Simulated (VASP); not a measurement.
# TiO2 (R-3m) in VASP: notebook

The runs below take TiO2 through single point, with PBE+D3(BJ)+U.

Program: VASP 6.6.1. These are calculated values, not measurements. Logs are shortened: lines on timing, memory, paths and dates and some standing lists are left out, and cuts for length are marked.

## 1. The cell of the first run

Symmetry: R-3m, No. 166, trigonal system. Conventional cell: a = 3.008 Å, b = 3.008 Å, c = 15.743 Å, α = 90.00°, β = 90.00°, γ = 120.00°. Ti (site symmetry -3m) has 6 O at 2.02 Å within 2.7 Å. Within 2.7 Å of O (site symmetry 3m) lie 3 Ti at 2.02 Å and 3 O at 2.68 Å.

## 2. Single point, PBE+D3(BJ)+U

INCAR

```
SYSTEM = TiO2
PREC = Accurate
ENCUT = 520
EDIFF = 1E-6
ISMEAR = 0
SIGMA = 0.05
LREAL = .FALSE.
LASPH = .TRUE.
NELM = 150
ALGO = Normal
ISIF = 2
LWAVE = .FALSE.
LCHARG = .TRUE.
LMAXMIX = 4
LDAU = .TRUE.
LDAUTYPE = 2
LDAUL = 2 -1
LDAUU = 4 0
LDAUJ = 0 0
LDAUPRINT = 1
GGA = PE
IVDW = 12
LELF = .TRUE.
LVHAR = .TRUE.
NBANDS = 19
```

KPOINTS

```
regular mesh
0
G
  9 9 9
  0 0 0
```

POSCAR

```
TiO2
1.0
    1.5040433916      0.8683598570      5.2476666667
   -1.5040433916      0.8683598570      5.2476666667
    0.0000000000     -1.7367197141      5.2476666667
Ti O
1 2
Direct
    0.0000000000      0.0000000000      0.0000000000
    0.6017580785      0.6017580785      0.6017580785
    0.3982419215      0.3982419215      0.3982419215
```

Potentials or basis: VASP PAW PBE potentials, release 64 (Ti_sv, O).

On the command line:

```console
> cat potpaw_PBE.64/Ti_sv/POTCAR potpaw_PBE.64/O/POTCAR > POTCAR
> mpirun -np 1 vasp_std > vasp.out
```

OUTCAR:

```text
SYSTEM = TiO2
   PREC = Accurate
   ENCUT = 520
   EDIFF = 1E-6
   ISMEAR = 0
   LREAL = .FALSE.
   LASPH = .TRUE.
   NELM = 150
   ISIF = 2
   GGA = PE
   IVDW = 12
 IVDW          = 12

 ion  position               nearest neighbor table
   1  0.000  0.000  0.000-   2 2.02   2 2.02   3 2.02   3 2.02   2 2.02   3 2.02
   2  0.602  0.602  0.602-   1 2.02   1 2.02   1 2.02
   3  0.398  0.398  0.398-   1 2.02   1 2.02   1 2.02

  LATTYP: Found a trigonal (rhomboedric) cell.
 ALAT       =     5.5275854412
 COS(alpha) =     0.8519256623

  Lattice vectors:

 A1 = (   1.5040433916,   0.8683598570,   5.2476666667)
 A2 = (  -1.5040433916,   0.8683598570,   5.2476666667)
 A3 = (   0.0000000000,  -1.7367197141,   5.2476666667)

Analysis of symmetry for initial positions (statically):
=====================================================================
 Subroutine PRICEL returns:
 Original cell was already a primitive cell.

 Routine SETGRP: Setting up the symmetry group for a
 trigonal (rhombohedral) supercell.

 Subroutine GETGRP returns: Found 12 space group operations
 (whereof 12 operations were pure point group operations)
 out of a pool of 12 trial point group operations.

The static configuration has the point symmetry D_3d.

Analysis of symmetry for dynamics (positions and initial velocities):
=====================================================================
 Subroutine PRICEL returns:
 Original cell was already a primitive cell.

 Routine SETGRP: Setting up the symmetry group for a
 trigonal (rhombohedral) supercell.

 Subroutine GETGRP returns: Found 12 space group operations
 (whereof 12 operations were pure point group operations)
 out of a pool of 12 trial point group operations.

The dynamic configuration has the point symmetry D_3d.

 Subroutine INISYM returns: Found 12 space group operations
 (whereof 12 operations are pure point group operations),
 and found     1 'primitive' translations

----------------------------------------------------------------------------------------

                                     Primitive cell

  volume of cell :      41.1223

  direct lattice vectors                    reciprocal lattice vectors
     1.504043392  0.868359857  5.247666667     0.332437217  0.191932717  0.063520295
    -1.504043392  0.868359857  5.247666667    -0.332437217  0.191932717  0.063520295
     0.000000000 -1.736719714  5.247666667     0.000000000 -0.383865434  0.063520295

  length of vectors
     5.527585441  5.527585441  5.527585441     0.389085465  0.389085465  0.389085465

  position of ions in fractional coordinates (direct lattice)
     0.000000000  0.000000000  0.000000000
     0.601758078  0.601758078  0.601758078
     0.398241922  0.398241922  0.398241922

  ion indices of the primitive-cell ions
   primitive index   ion index
                 1           1
                 2           2
                 3           3

----------------------------------------------------------------------------------------

 KPOINTS: regular mesh

Automatic generation of k-mesh.
 Grid dimensions read from file:
 generate k-points for:    9    9    9

 Generating k-lattice:

  Cartesian coordinates                     Fractional coordinates (reciprocal lattice)
     0.036937469  0.021325857  0.007057811     0.111111111  0.000000000  0.000000000
    -0.036937469  0.021325857  0.007057811     0.000000000  0.111111111  0.000000000
     0.000000000 -0.042651715  0.007057811     0.000000000  0.000000000  0.111111111

  Length of vectors
     0.043231718  0.043231718  0.043231718
[... 41 lines left out ...]
   ions per type =               1   2
   NGX,Y,Z   is equivalent  to a cutoff of  12.63, 12.63, 12.63 a.u.
   NGXF,Y,Z  is equivalent  to a cutoff of  25.26, 25.26, 25.26 a.u.
 SYSTEM =  TiO2
   PREC   = accura    normal or accurate (medium, high low for compatibility)
   ISTART =      0    job   : 0-new  1-cont  2-samecut
   ICHARG =      2    charge: 1-file 2-atom 10-const
   ISPIN  =      1    spin polarized calculation?
   LNONCOLLINEAR =      F non collinear calculations
   LSORBIT =      F    spin-orbit coupling
   LASPH  =      T    aspherical Exc in radial PAW
   ENCUT  =  520.0 eV  38.22 Ry    6.18 a.u.  10.28 10.28 10.28*2*pi/ulx,y,z
   NELM   =    150;   NELMIN=  2; NELMDL= -5     # of ELM steps
   EDIFF  = 0.1E-05   stopping-criterion for ELM
   LREAL  =      F    real-space projection
   EDIFFG = 0.1E-04   stopping-criterion for IOM
   NSW    =      0    number of steps for IOM
   IBRION =     -1    ionic relax: 0-MD 1-quasi-New 2-CG
   NFREE  =      0    steps in history (QN), initial steepest desc. (CG)
   ISIF   =      2    stress and relaxation
   ISYM   =      2    0-nonsym 1-usesym 2-fastsym
   POTIM  = 0.5000    time-step for ionic-motion
   TEBEG  =    0.0;   TEEND  =   0.0 temperature during run
   PSTRESS=    0.0 pullay stress
   NELECT =      24.0000    total number of electrons
   NUPDOWN=      -1.0000    fix difference up-down
   EMIN   =  10.00;   EMAX   =-10.00  energy-range for DOS
   EFERMI =   0.00;   METHOD = LEGACY
   ISMEAR =     0;   SIGMA  =   0.05  broadening in eV -4-tet -1-fermi 0-gaus
   EFERMI_NEDOS =   21; number of points for ismear=-14 and -15
   IALGO  =     38    algorithm
   IMIX   =      4    mixing-type and parameters
     AMIX     =   0.40;   BMIX     =  1.00
     AMIX_MAG =   1.60;   BMIX_MAG =  1.00
  volume/ion in A,a.u.               =      13.71        92.50
  Fermi-wavevector in a.u.,A,eV,Ry     =   1.368105  2.585343 25.466172  1.871711
  Thomas-Fermi vector in A             =   2.494098
   LORBIT       =      0    0 simple, 1 ext, 2 COOP (PROOUT), +10 PAW based schemes
 LDA+U is selected, type is set to LDAUTYPE =  2
   angular momentum for each species LDAUL =     2   -1
   U (eV)           for each species LDAUU =   4.0  0.0
   J (eV)           for each species LDAUJ =   0.0  0.0
   GGA     = PE    functional components
   LHFCALC =     F    Hartree Fock is set to
   AEXX    =    0.0000 exact exchange contribution
   IVDW    =    12    specifies the selected vdW correction
   LEPSILON=     F    determine dielectric tensor
   LRPA    =     F    only Hartree local field effects (RPA)
 non-spin polarized calculation
 Gauss-broadening in eV      SIGMA  =   0.05
  energy-cutoff  :      520.00
  volume of cell :       41.12
 maximum number of plane-waves:      1127
 NGX is ok and might be reduce to    42
   NGX = 21   NGY = 21   NGZ = 21

atom =   1  type =  1  l = 2

 onsite density matrix

spin component  1

  0.1689 -0.0000  0.0000 -0.0844 -0.0000
 -0.0000  0.1844 -0.0000  0.0000 -0.0844
  0.0000 -0.0000  0.0888 -0.0000  0.0000
 -0.0844  0.0000 -0.0000  0.1844  0.0000
 -0.0000 -0.0844  0.0000  0.0000  0.1689

spin component  2

  0.1689 -0.0000  0.0000 -0.0844 -0.0000
 -0.0000  0.1844 -0.0000  0.0000 -0.0844
  0.0000 -0.0000  0.0888 -0.0000  0.0000
 -0.0844  0.0000 -0.0000  0.1844  0.0000
 -0.0000 -0.0844  0.0000  0.0000  0.1689

 occupancies and eigenvectors

  o =  0.0888  v =  0.0000 -0.0000  1.0000  0.0000 -0.0000  0.0000  0.0000  0.0000  0.0000  0.0000      0.0000  0.0000  0.0000  0.0000  0.0000  0.0000  0.0000  0.0000  0.0000  0.0000
  o =  0.0888  v =  0.0000  0.0000  0.0000  0.0000  0.0000  0.0000 -0.0000  1.0000  0.0000 -0.0000      0.0000  0.0000  0.0000  0.0000  0.0000  0.0000  0.0000  0.0000  0.0000  0.0000
  o =  0.0919  v =  0.0000  0.0000  0.0000  0.0000  0.0000 -0.7389  0.0000  0.0000 -0.6739 -0.0000      0.0000  0.0000  0.0000  0.0000  0.0000  0.0000  0.0000  0.0000  0.0000  0.0000
  o =  0.0919  v = -0.7389  0.0000  0.0000 -0.6739 -0.0000  0.0000  0.0000  0.0000  0.0000  0.0000      0.0000  0.0000  0.0000  0.0000  0.0000  0.0000  0.0000  0.0000  0.0000  0.0000
  o =  0.0919  v =  0.0000  0.6739  0.0000  0.0000  0.7389  0.0000  0.0000  0.0000  0.0000  0.0000      0.0000  0.0000  0.0000  0.0000  0.0000  0.0000  0.0000  0.0000  0.0000  0.0000
  o =  0.0919  v =  0.0000  0.0000  0.0000  0.0000  0.0000  0.0000  0.6739  0.0000  0.0000  0.7389      0.0000  0.0000  0.0000  0.0000  0.0000  0.0000  0.0000  0.0000  0.0000  0.0000
  o =  0.2613  v =  0.6739  0.0000  0.0000 -0.7389 -0.0000  0.0000  0.0000  0.0000  0.0000  0.0000      0.0000  0.0000  0.0000  0.0000  0.0000  0.0000  0.0000  0.0000  0.0000  0.0000
  o =  0.2613  v =  0.0000  0.0000  0.0000  0.0000  0.0000  0.6739  0.0000  0.0000 -0.7389 -0.0000      0.0000  0.0000  0.0000  0.0000  0.0000  0.0000  0.0000  0.0000  0.0000  0.0000
  o =  0.2613  v =  0.0000  0.7389 -0.0000  0.0000 -0.6739  0.0000  0.0000  0.0000  0.0000  0.0000      0.0000  0.0000  0.0000  0.0000  0.0000  0.0000  0.0000  0.0000  0.0000  0.0000
  o =  0.2613  v =  0.0000  0.0000  0.0000  0.0000  0.0000  0.0000  0.7389 -0.0000  0.0000 -0.6739      0.0000  0.0000  0.0000  0.0000  0.0000  0.0000  0.0000  0.0000  0.0000  0.0000

 number of electron      24.0000000 magnetization

 Free energy of the ion-electron system (eV)
  ---------------------------------------------------
  ext. energy  EPLUGINS =         0.00000000
  ---------------------------------------------------
  free energy    TOTEN  =       -23.77277306 eV

  energy without entropy =      -23.77277306  energy(sigma->0) =      -23.77277306

 E-fermi :   1.9478     XC(G=0):  -9.5520

 val. band max:        1.5664054896   @ k =  -0.1111   0.1111   0.0000
 cond. band min:       4.5861588574   @ k =   0.4444   0.4444   0.0000
 fundamental gap:      3.0197533679
 Fermi energy:         1.9477629631

 k-point     1 :       0.0000    0.0000    0.0000
  band No.  band energies     occupation
      1     -56.0841      2.00000
      2     -32.2799      2.00000
      3     -32.0280      2.00000
      4     -32.0280      2.00000
      5     -15.8753      2.00000
      6     -14.2859      2.00000
[... 505 lines left out ...]
      6     -14.4198      2.00000
[... 11 lines left out ...]
     18      13.4001      0.00000
     19      13.7855      0.00000

 [... further k-points ...]

------------------------ aborting loop because EDIFF is reached ----------------------------------------

 Edisp (eV)   -0.53818

 E8    (eV) :    -0.2085

  FORCE on cell =-STRESS in cart. coord.  units (eV):
  Direction    XX          YY          ZZ          XY          YZ          ZX
  --------------------------------------------------------------------------------------
  -------------------------------------------------------------------------------------
  Total      -0.60813    -0.60813    -2.09199     0.00000     0.00000     0.00000
  in kB     -23.69345   -23.69345   -81.50649     0.00000     0.00000     0.00000
  external pressure =      -42.96 kB  Pullay stress =        0.00 kB

 VOLUME and BASIS-vectors are now :
 -----------------------------------------------------------------------------
  energy-cutoff  :      520.00
  volume of cell :       41.12
      direct lattice vectors                 reciprocal lattice vectors
     1.504043392  0.868359857  5.247666667     0.332437217  0.191932717  0.063520295
    -1.504043392  0.868359857  5.247666667    -0.332437217  0.191932717  0.063520295
     0.000000000 -1.736719714  5.247666667     0.000000000 -0.383865434  0.063520295

 POSITION                                       TOTAL-FORCE (eV/Angst)
 -----------------------------------------------------------------------------------
      0.00000      0.00000      0.00000         0.000000      0.000000     -0.000000
      0.00000     -0.00000      9.47348         0.000000     -0.000000      0.860268
      0.00000     -0.00000      6.26952         0.000000      0.000000     -0.860268
 -----------------------------------------------------------------------------------
    total drift:                               -0.000000     -0.000000      0.000000

  FREE ENERGIE OF THE ION-ELECTRON SYSTEM (eV)
  ---------------------------------------------------
  free  energy   TOTEN  =       -24.3109484209 eV

  energy  without entropy=      -24.3109484209  energy(sigma->0) =      -24.31094842
```

Wall time 4.9 min (1 thread of Intel Xeon 8259CL, shared host); peak memory 0.29 GiB.

Results:

- Free energy: -24.3109 eV
- Pressure: -4.3 GPa
- Largest force: 0.860 eV/Å
- Band gap on the k mesh: 3.02 eV (least direct gap 3.20 eV)
- Dispersion energy per atom: -0.179 eV

Forces on the atoms (eV/Å):
```
Ti   0.000  0.000  0.000
O    0.000  0.000  0.860
O    0.000  0.000 -0.860
```

Eigenvalues of the final occupation matrices:
```
    site  spin  trace               eigenvalues
site 1 d     1   0.80  0.09 0.09 0.09 0.26 0.26
site 1 d     2   0.80  0.09 0.09 0.09 0.26 0.26
```

Caveat: the stress differs along the axes, from -8 to -2 GPa. A k mesh can miss the band edges.

## 3. Single point, PBE+D3(BJ)+U

This run uses another cell than the first one, of 13.95 Å³/atom.

INCAR

```
PREC     = Accurate       # precision mode
ENCUT    = 520            # plane-wave cutoff, eV
EDIFF    = 1E-6           # SCF threshold, eV
ISMEAR   = 0              # smearing method
SIGMA    = 0.05           # smearing width, eV
LREAL    = F              # projectors in reciprocal space
LASPH    = T              # aspherical terms in the spheres
NELM     = 150            # most SCF steps
ALGO     = Normal         # electronic algorithm
ISIF     = 2              # what is computed and relaxed
LWAVE    = F              # write WAVECAR
LCHARG   = F              # write CHGCAR
LMAXMIX  = 4              # l up to which the mixer works
LDAU     = T              # DFT+U
LDAUTYPE = 2            
LDAUL    = 2 -1           # shell
LDAUU    = 4 0            # U, eV
LDAUJ    = 0 0          
LDAUPRINT= 1            
GGA      = PE             # functional
IVDW     = 12             # dispersion correction
NBANDS   = 19             # bands
```

KPOINTS

```
Automatic mesh
0
Gamma
  9 9 9
```

POSCAR

```
TiO2
1.0
    1.4689500000      0.8480986779      5.6001000000
   -1.4689500000      0.8480986779      5.6001000000
    0.0000000000     -1.6961973559      5.6001000000
Ti O
1 2
Direct
    0.0000000000      0.0000000000      0.0000000000
    0.6017580785      0.6017580785      0.6017580785
    0.3982419215      0.3982419215      0.3982419215
```

Potentials or basis: VASP PAW PBE potentials, release 64 (Ti_sv, O).

On the command line:

```console
> cat potpaw_PBE.64/Ti_sv/POTCAR potpaw_PBE.64/O/POTCAR > POTCAR
> mpirun -np 1 vasp_std > vasp.out
```

OUTCAR:

```text
PREC = Accurate
   ENCUT = 520
   EDIFF = 1E-6
   ISMEAR = 0
   LREAL = F
   LASPH = T
   NELM = 150
   ISIF = 2
   GGA = PE
   IVDW = 12
 IVDW          = 12

 ion  position               nearest neighbor table
   1  0.000  0.000  0.000-   2 2.02   2 2.02   3 2.02   3 2.02   2 2.02   3 2.02
   2  0.602  0.602  0.602-   1 2.02   1 2.02   1 2.02
   3  0.398  0.398  0.398-   1 2.02   1 2.02   1 2.02

  LATTYP: Found a trigonal (rhomboedric) cell.
 ALAT       =     5.8513421947
 COS(alpha) =     0.8739528505
[... 759 lines left out ...]

 Edisp (eV)   -0.53008

 E8    (eV) :    -0.2056

  FORCE on cell =-STRESS in cart. coord.  units (eV):
  Direction    XX          YY          ZZ          XY          YZ          ZX
  --------------------------------------------------------------------------------------
  -------------------------------------------------------------------------------------
  Total       1.02225     1.02225    -4.00339     0.00000     0.00000    -0.00000
  in kB      39.12608    39.12608  -153.22781     0.00000     0.00000    -0.00000
  external pressure =      -24.99 kB  Pullay stress =        0.00 kB

 VOLUME and BASIS-vectors are now :
 -----------------------------------------------------------------------------
  energy-cutoff  :      520.00
  volume of cell :       41.86
      direct lattice vectors                 reciprocal lattice vectors
     1.468950000  0.848098678  5.600100000     0.340379182  0.196518013  0.059522747
    -1.468950000  0.848098678  5.600100000    -0.340379182  0.196518013  0.059522747
     0.000000000 -1.696197356  5.600100000     0.000000000 -0.393036025  0.059522747

 POSITION                                       TOTAL-FORCE (eV/Angst)
 -----------------------------------------------------------------------------------
      0.00000      0.00000      0.00000         0.000000      0.000000      0.000000
      0.00000     -0.00000     10.10972         0.000000     -0.000000      1.629080
      0.00000     -0.00000      6.69058         0.000000      0.000000     -1.629080
 -----------------------------------------------------------------------------------
    total drift:                               -0.000000      0.000000      0.000000

  FREE ENERGIE OF THE ION-ELECTRON SYSTEM (eV)
  ---------------------------------------------------
  free  energy   TOTEN  =       -24.1062156235 eV

  energy  without entropy=      -24.1062156235  energy(sigma->0) =      -24.10621562
```

Wall time 6.1 min (1 thread of Intel Xeon 8259CL, shared host); peak memory 0.35 GiB.

What came out:

```yaml
Free_energy: -24.1062 eV
Pressure: -2.5 GPa
Largest_force: 1.629 eV/Å
Band_gap_on_the_k_mesh: 2.92 eV (least direct gap 3.25 eV)
Dispersion_energy_per_atom: -0.177 eV
```

Forces on the atoms (eV/Å):
```
Ti   0.000  0.000  0.000
O    0.000  0.000  1.629
O    0.000  0.000 -1.629
```

Eigenvalues of the final occupation matrices:
```csv
site,spin,trace,eigenvalues
site 1 d,1,0.81,0.09 0.10 0.10 0.26 0.26
site 1 d,2,0.81,0.09 0.10 0.10 0.26 0.26
```

Caveat: the stress differs along the axes, from -15 to 4 GPa; forces of over 1 eV/Å act on the atoms, so gaps and moduli don't describe the material at rest. A k mesh can miss the band edges.

## 4. Single point, PBE+D3(BJ)+U

This run uses another cell than the first one, of 14.01 Å³/atom.

INCAR

```
PREC = Accurate
ENCUT = 520
EDIFF = 1E-7
ISMEAR = 0
SIGMA = 0.05
LREAL = False
LASPH = True
NELM = 150
ALGO = Normal
ISIF = 2
LWAVE = False
LCHARG = False
LMAXMIX = 4
LDAU = True
LDAUTYPE = 2
LDAUL = 2 -1
LDAUU = 4 0
LDAUJ = 0 0
LDAUPRINT = 1
GGA = PE
IVDW = 12
NBANDS = 19
```

KPOINTS is that of step 3.

POSCAR

```
TiO2
1.0
    1.5742500000      0.9088936613      4.8951988906
   -1.5742500000      0.9088936613      4.8951988906
    0.0000000000     -1.8177873226      4.8951988906
Ti O
1 2
Direct
    0.0000000000      0.0000000000      0.0000000000
    0.6017580785      0.6017580785      0.6017580785
    0.3982419215      0.3982419215      0.3982419215
```

On the command line:

```console
> cat potpaw_PBE.64/Ti_sv/POTCAR potpaw_PBE.64/O/POTCAR > POTCAR
> mpirun -np 1 vasp_std > vasp.out
```

Run time: 4.3 min. Hardware: 1 thread of Intel Xeon 8259CL, shared host; peak memory 0.28 GiB.

Results (log left out):

```
Free energy                : -24.1842 eV
Pressure                   : -13.2 GPa
Largest force              : 0.644 eV/Å
Band gap on the k mesh     : 2.58 eV (least direct gap 2.84 eV)
Dispersion energy per atom : -0.176 eV
```

Forces in eV/Å, atoms in the order of the input:
```
Ti   0.000  0.000  0.000
O    0.000  0.000  0.644
O    0.000  0.000 -0.644
```

Stress tensor (GPa, compression positive):
```
-17.50   0.00   0.00
  0.00 -17.50   0.00
  0.00   0.00  -4.48
```

Levels at points of the mesh, in eV from the valence-band top:
```csv
k point,band 8,band 9,band 10,band 11,band 12,band 13,band 14,band 15,band 16,band 17
"(0.00, 0.00, 0.00)",-3.65,-3.65,-0.65,-0.65,-0.26,2.58,2.58,3.85,5.77,5.77
```

Eigenvalues of the final occupation matrices:
```tsv
site	spin	trace	eigenvalues
site 1 d	1	0.75	0.08 0.08 0.08 0.25 0.25
site 1 d	2	0.75	0.08 0.08 0.08 0.25 0.25
```

Caveat: the stress differs along the axes, from -17 to -4 GPa. A k mesh can miss the band edges.

## 5. Summary

| cell | gap on the mesh (eV) | pressure (GPa) | largest force (eV/Å) |
| --- | --- | --- | --- |
| a = 5.528 Å, angles 31.6°, 3 atoms | 3.02 | -4.3 | 0.86 |
| a = 5.851 Å, angles 29.1°, 3 atoms | 2.92 | -2.5 | 1.63 |
| a = 5.222 Å, angles 35.1°, 3 atoms | 2.58 | -13.2 | 0.64 |

Alike in all rows: task single point; level PBE+D3(BJ)+U; potentials or basis VASP PAW PBE potentials, release 64 (Ti_sv, O); no spin polarisation; Ti d U = 4.0 eV; k mesh 9 × 9 × 9; cutoff (eV) 520; smearing gaussian 0.05 eV.

Caveats: the stress differs along the axes, from -8 to -2 GPa (at least some runs); the stress differs along the axes, from -15 to 4 GPa (at least some runs); forces of over 1 eV/Å act on the atoms, so gaps and moduli don't describe the material at rest (at least some runs); the stress differs along the axes, from -17 to -4 GPa (at least some runs).

Total energies depend on the potentials used, so only differences within one code and one set of settings carry meaning.
